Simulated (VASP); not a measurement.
# BaHf3O2 (P6/mmm) in VASP: a series of runs, part 2 of 2

VASP 6.6.1. The steps go on from the part before.

## Step 3: Single point, PBE

This run uses another cell than the first one, of 17.90 Å³/atom, 0.992 times its volume.

INCAR reads:

```
SYSTEM = BaHf3O2
  PREC = Accurate
  ENCUT = 520
  EDIFF = 1E-6
  ISMEAR = 0
  SIGMA = 0.1
  LREAL = .FALSE.
  LASPH = .TRUE.
  NELM = 60
  ALGO = Normal
  ISIF = 2
  LWAVE = .FALSE.
  LCHARG = .TRUE.
  GGA = PE
  LELF = .TRUE.
  LVHAR = .TRUE.
  NBANDS = 35
```

KPOINTS reads:

```
regular mesh
0
G
  6 6 12
  0 0 0
```

POSCAR reads:

```
BaHf3O2
1.0
    6.5198460409      0.0000000031      0.0000000000
   -3.2599230231      5.6463522986      0.0000000000
    0.0000000000      0.0000000000      2.9175350538
Ba Hf O
1 3 2
Direct
    0.0000000000      0.0000000000      0.5000000000
    0.0000000000      0.5000000000      0.0000000000
    0.5000000000      0.0000000000      0.0000000000
    0.5000000000      0.5000000000      0.0000000000
    0.3333333333      0.6666666667      0.5000000000
    0.6666666667      0.3333333333      0.5000000000
```

Potentials or basis: VASP PAW PBE potentials, release 64 (Ba_sv, Hf_pv, O).

Run with:

```
$ cat potpaw_PBE.64/Ba_sv/POTCAR potpaw_PBE.64/Hf_pv/POTCAR potpaw_PBE.64/O/POTCAR > POTCAR
$ mpirun -np 1 vasp_std > vasp.out
```

OUTCAR:

```text
SYSTEM = BaHf3O2
   PREC = Accurate
   ENCUT = 520
   EDIFF = 1E-6
   ISMEAR = 0
   LREAL = .FALSE.
   LASPH = .TRUE.
   NELM = 60
   ISIF = 2
   GGA = PE

 ion  position               nearest neighbor table
   1  0.000  0.000  0.500-   2 3.57   2 3.57   2 3.57   2 3.57   4 3.57   4 3.57   4 3.57   4 3.57
                             3 3.57   3 3.57   3 3.57   3 3.57
   2  0.000  0.500  0.000-   5 2.38   6 2.38   5 2.38   6 2.38   3 3.26   3 3.26   4 3.26   4 3.26
                             1 3.57   1 3.57   1 3.57   1 3.57
   3  0.500  0.000  0.000-   5 2.38   6 2.38   5 2.38   6 2.38   4 3.26   4 3.26   2 3.26   2 3.26
                             1 3.57   1 3.57   1 3.57   1 3.57
   4  0.500  0.500  0.000-   5 2.38   6 2.38   5 2.38   6 2.38   3 3.26   3 3.26   2 3.26   2 3.26
                             1 3.57   1 3.57   1 3.57   1 3.57
   5  0.333  0.667  0.500-   3 2.38   3 2.38   2 2.38   2 2.38   4 2.38   4 2.38
   6  0.667  0.333  0.500-   3 2.38   3 2.38   2 2.38   2 2.38   4 2.38   4 2.38

  LATTYP: Found a hexagonal cell.
 ALAT       =     6.5198460409
 C/A-ratio  =     0.4474852681

  Lattice vectors:

 A1 = (   6.5198460409,   0.0000000031,   0.0000000000)
 A2 = (  -3.2599230231,   5.6463522986,   0.0000000000)
 A3 = (   0.0000000000,   0.0000000000,   2.9175350538)

Analysis of symmetry for initial positions (statically):
=====================================================================
 Subroutine PRICEL returns:
 Original cell was already a primitive cell.

 Routine SETGRP: Setting up the symmetry group for a
 hexagonal supercell.

 Subroutine GETGRP returns: Found 24 space group operations
 (whereof 24 operations were pure point group operations)
 out of a pool of 24 trial point group operations.

The static configuration has the point symmetry D_6h.

Analysis of symmetry for dynamics (positions and initial velocities):
=====================================================================
 Subroutine PRICEL returns:
 Original cell was already a primitive cell.
[... 139 lines left out ...]
  Thomas-Fermi vector in A             =   2.417621
   LORBIT       =      0    0 simple, 1 ext, 2 COOP (PROOUT), +10 PAW based schemes
   GGA     = PE    functional components
   LHFCALC =     F    Hartree Fock is set to
   AEXX    =    0.0000 exact exchange contribution
   IVDW    =     0    specifies the selected vdW correction
   LEPSILON=     F    determine dielectric tensor
   LRPA    =     F    only Hartree local field effects (RPA)
 non-spin polarized calculation
 Gauss-broadening in eV      SIGMA  =   0.10
  energy-cutoff  :      520.00
  volume of cell :      107.40
 maximum number of plane-waves:      2916
   NGX = 25   NGY = 25   NGZ = 11

 number of electron      52.0000009 magnetization

 Free energy of the ion-electron system (eV)
  ---------------------------------------------------
  ext. energy  EPLUGINS =         0.00000000
  ---------------------------------------------------
  free energy    TOTEN  =       -46.95104463 eV

  energy without entropy =      -46.92862294  energy(sigma->0) =      -46.93983379

 E-fermi :   5.5552     XC(G=0): -11.2160

 val. band max:        5.5487213822   @ k =   0.1667  -0.0000   0.3333
 cond. band min:       5.5603263823   @ k =   0.3333   0.1667   0.2500
 fundamental gap:      0.0116050001
 Fermi energy:         5.5552121569

 k-point     1 :       0.0000    0.0000    0.0000
  band No.  band energies     occupation
      1     -26.2314      2.00000
      2     -25.7740      2.00000
      3     -25.7740      2.00000
      4     -25.5213      2.00000
      5     -25.5213      2.00000
      6     -25.4328      2.00000
[... 901 lines left out ...]
     34       8.5985      0.00000
     35       8.8571      0.00000

 [... further k-points ...]

------------------------ aborting loop because EDIFF is reached ----------------------------------------

  FORCE on cell =-STRESS in cart. coord.  units (eV):
  Direction    XX          YY          ZZ          XY          YZ          ZX
  --------------------------------------------------------------------------------------
  -------------------------------------------------------------------------------------
  Total       -0.3122156     -0.3122156      0.1052611     -0.0000000     -0.0000000      0.0000000
  in kB       -4.6574030     -4.6574030      1.5702084     -0.0000000     -0.0000000      0.0000000
  external PRESSURE =      -2.5815326 kB  Pullay stress =       0.0000000 kB

 VOLUME and BASIS-vectors are now :
 -----------------------------------------------------------------------------
  energy-cutoff  :      520.00
  volume of cell :      107.40
      direct lattice vectors                 reciprocal lattice vectors
     6.519846041  0.000000003  0.000000000     0.153377855  0.088552746  0.000000000
    -3.259923023  5.646352299  0.000000000    -0.000000000  0.177105492  0.000000000
     0.000000000  0.000000000  2.917535054     0.000000000  0.000000000  0.342755093

 POSITION                                       TOTAL-FORCE (eV/Angst)
 -----------------------------------------------------------------------------------
      0.00000      0.00000      1.45877         0.000000      0.000000     -0.000000
     -1.62996      2.82318      0.00000         0.000000      0.000000     -0.000000
      3.25992      0.00000      0.00000         0.000000      0.000000     -0.000000
      1.62996      2.82318      0.00000        -0.000000      0.000000     -0.000000
     -0.00000      3.76423      1.45877        -0.000000      0.000000     -0.000000
      3.25992      1.88212      1.45877         0.000000     -0.000000      0.000000
 -----------------------------------------------------------------------------------
    total drift:                               -0.000000      0.000000      0.000000

  FREE ENERGIE OF THE ION-ELECTRON SYSTEM (eV)
  ---------------------------------------------------
  free  energy   TOTEN  =       -46.9510446349 eV

  energy  without entropy=      -46.9286229448  energy(sigma->0) =      -46.93983379
```

OSZICAR:

```text
N       E                     dE             d eps       ncg     rms          rms(c)
DAV:   1     0.288622107017E+03    0.28862E+03   -0.28071E+04  3430   0.143E+03
DAV:   2    -0.321323011096E+02   -0.32075E+03   -0.31140E+03  4376   0.347E+02
DAV:   3    -0.523275315734E+02   -0.20195E+02   -0.19786E+02  4728   0.671E+01
DAV:   4    -0.528142008010E+02   -0.48667E+00   -0.48476E+00  4740   0.957E+00
DAV:   5    -0.528221633085E+02   -0.79625E-02   -0.79559E-02  4520   0.100E+00    0.515E+01
DAV:   6    -0.473045077907E+02    0.55177E+01   -0.40016E+01  3933   0.230E+01    0.387E+01
DAV:   7    -0.470326973957E+02    0.27181E+00   -0.39696E+00  4185   0.929E+00    0.212E+01
DAV:   8    -0.469657534047E+02    0.66944E-01   -0.63291E-01  4475   0.371E+00    0.129E+00
DAV:   9    -0.469531066537E+02    0.12647E-01   -0.55517E-02  4173   0.107E+00    0.752E-01
DAV:  10    -0.469514821378E+02    0.16245E-02   -0.15998E-02  4514   0.491E-01    0.289E-01
DAV:  11    -0.469510341441E+02    0.44799E-03   -0.22927E-03  4204   0.191E-01    0.114E-01
DAV:  12    -0.469510430223E+02   -0.88782E-05   -0.11137E-04  4419   0.462E-02    0.224E-02
DAV:  13    -0.469510457646E+02   -0.27423E-05   -0.11495E-05  4221   0.154E-02    0.279E-02
DAV:  14    -0.469510444036E+02    0.13610E-05   -0.39764E-06  3246   0.863E-03    0.461E-03
DAV:  15    -0.469510446349E+02   -0.23125E-06   -0.23083E-07  2081   0.272E-03
   1 F= -.46951045E+02 E0= -.46939834E+02  d E =-.224217E-01
```

stdout:

```text
POSCAR found type information on POSCAR BaHfO
 POSCAR found :  3 types and       6 ions
 scaLAPACK will be used
 LDA part: xc-table for (Slater+PW92), standard interpolation
 POSCAR, INCAR and KPOINTS ok, starting setup
 FFT: planning ... GRIDC
 FFT: planning ... GRID_SOFT
 FFT: planning ... GRID
 WAVECAR not read
 entering main loop
```

Run time: 77 s. Hardware: 1 thread of Intel Xeon 6975P-C (Granite Rapids), shared host; peak memory 0.33 GiB.

Results:

```
Free energy            : -46.9510 eV
Pressure               : -0.3 GPa
Band gap on the k mesh : zero (band 26 reaches 6.35 eV, above the bottom of band 27 at 4.61 eV)
```

Caveat: spin-orbit coupling is left out, which moves the levels of the heavy elements.

## Step 4: Relaxation of cell and atoms, PBE

INCAR reads:

```
SYSTEM = BaHf3O2
PREC     = Accurate       ! precision mode
ENCUT    = 600            ! plane-wave cutoff, eV
EDIFF    = 1E-6           ! SCF threshold, eV
ISMEAR   = 0              ! smearing method
SIGMA    = 0.1            ! smearing width, eV
LREAL    = .False.        ! projectors in reciprocal space
LASPH    = .True.         ! aspherical terms in the spheres
NELM     = 100            ! most SCF steps
ALGO     = Normal         ! electronic algorithm
ISIF     = 3              ! what is computed and relaxed
LWAVE    = .False.        ! write WAVECAR
LCHARG   = .False.        ! write CHGCAR
GGA      = PE             ! functional
IBRION   = 2              ! ionic algorithm
NSW      = 100            ! ionic steps
EDIFFG   = -0.01          ! ionic threshold
```

KPOINTS reads:

```
regular mesh
0
Gamma
  6 6 12
  0 0 0
```

POSCAR reads:

```
BaHf3O2
1.0
    6.0056427900      0.0000000000      0.0000000000
   -3.0028214000      5.2010392300      0.0000000000
    0.0000000000      0.0000000000      3.4647543300
Ba Hf O
1 3 2
Direct
    0.0000000000      0.0000000000      0.5000000000
    0.0000000000      0.5000000000      0.0000000000
    0.5000000000      0.0000000000      0.0000000000
    0.5000000000      0.5000000000      0.0000000000
    0.3333333300      0.6666666700      0.5000000000
    0.6666666700      0.3333333300      0.5000000000
```

Run with:

```
$ cat potpaw_PBE.64/Ba_sv/POTCAR potpaw_PBE.64/Hf_pv/POTCAR potpaw_PBE.64/O/POTCAR > POTCAR
$ mpirun -np 1 vasp_std > vasp.out
```

Wall time 11 min (1 thread of Intel Xeon 6975P-C (Granite Rapids), shared host); peak memory 0.39 GiB.

The run converged. Its results:

| Item | Value |
| --- | --- |
| Free energy | -46.9577 eV |
| Relaxed volume | 17.83 Å³/atom |
| Relaxed cell | a = 6.502 Å, b = 6.502 Å, c = 2.921 Å, α = 90.00°, β = 90.00°, γ = 120.00° |
| Space group after relaxing (to 0.05 Å) | P6/mmm (No. 191) |
| Energy gained by relaxing | 203.3 meV/atom |
| Ionic steps | 13 |
| Pressure after relaxing | 0.0 GPa |
| Band gap on the k mesh | zero (band 26 reaches 6.40 eV, above the bottom of band 27 at 4.66 eV) |

Step by step:
```csv
step,energy change (eV),largest force (eV/Å),pressure (GPa),volume (Å³)
1,0.0000,0.0000,-0.72,108.22
2,-0.6069,0.0000,-0.96,106.68
3,0.1923,0.0000,16.95,98.68
4,-0.9384,0.0000,0.01,105.32
5,-1.0182,0.0000,7.29,101.55
6,-1.1408,0.0000,2.40,103.78
7,-1.1521,0.0000,4.94,102.55
8,-1.1687,0.0000,3.85,103.06
9,-1.1681,0.0000,-3.15,111.02
10,-1.2198,0.0000,0.09,106.96
11,-1.2198,0.0000,0.16,106.88
12,-1.2199,0.0000,-0.04,107.02
13,-1.2200,0.0000,0.04,106.96
```

Final structure:
```
CELL_PARAMETERS angstrom
6.50249 0.00000 0.00000
-3.25124 5.63132 0.00000
0.00000 0.00000 2.92111
ATOMIC_POSITIONS crystal
Ba 0.00000 0.00000 0.50000
Hf 0.00000 0.50000 0.00000
Hf 0.50000 0.00000 0.00000
Hf 0.50000 0.50000 0.00000
O 0.33333 0.66667 0.50000
O 0.66667 0.33333 0.50000
```

Levels at points of the mesh, in eV from the Fermi level:
| k point | band 24 | band 25 | band 26 | band 27 | band 28 | band 29 |
| --- | --- | --- | --- | --- | --- | --- |
| (0.00, 0.00, 0.00) | -1.63 | -1.63 | -0.93 | -0.93 | 1.01 | 1.95 |
| (0.50, 0.00, 0.00) | -1.18 | -0.98 | -0.76 | 0.03 | 0.43 | 0.57 |
| (0.00, 0.00, 0.50) | -0.56 | -0.49 | -0.49 | -0.37 | -0.37 | 0.70 |
| (0.50, 0.00, 0.50) | -1.08 | -0.46 | 0.08 | 0.27 | 0.64 | 1.00 |

Caveat: spin-orbit coupling is left out, which moves the levels of the heavy elements.

## Step 5: The runs side by side

```tsv
task	cell	k mesh	cutoff (eV)	gap on the mesh (eV)	pressure (GPa)
single point	a = 6.006, b = 6.006, c = 3.465 Å, angles 90.0, 90.0, 120.0°, 6 atoms	3 × 3 × 6	520	none	-1.3
single point	a = 6.520, b = 6.520, c = 2.918 Å, angles 90.0, 90.0, 120.0°, 6 atoms	6 × 6 × 12	520	none	-0.3
relaxation of cell and atoms	relaxed from a = 6.006, b = 6.006, c = 3.465 Å, angles 90.0, 90.0, 120.0°, 6 atoms	6 × 6 × 12	600	none	0.0
```

Alike in all rows: level PBE; potentials or basis VASP PAW PBE potentials, release 64 (Ba_sv, Hf_pv, O); no spin polarisation; smearing gaussian 0.1 eV.

Caveats: some runs use coarse meshes; spin-orbit coupling is left out, which moves the levels of the heavy elements.

Total energies depend on the potentials used, so only differences within one code and one set of settings carry meaning.
